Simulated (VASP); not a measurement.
Crystal: KBr.

```
K Br
1.0
     0.00000    3.30244    3.30244
     3.30244    0.00000    3.30244
     3.30244    3.30244    0.00000
K Br
1 1
Direct
  0.00000 0.00000 0.00000
  0.50000 0.50000 0.50000
```

Base run:

```yaml
Program: VASP 6.6.1
Functional: PBE
Potentials_or_basis: VASP PAW PBE potentials, release 64 (K_sv, Br)
Cutoff: 520 eV
k_mesh: 4 × 4 × 4
Occupations: gaussian, width 0.01 eV
Spin: no spin polarisation
```

Its results: band gap on the k mesh 4.43 eV; pressure 0.7 GPa.

**Question.** The run is repeated on the same cell with these changes: functional from PBE to r2SCAN0. What comes out?

**Answer.** Band gap on the k mesh 6.66 eV; pressure -0.1 GPa.

Caveats: the PAW data sets were made with another functional, which shifts forces and pressure a little (at least some runs).

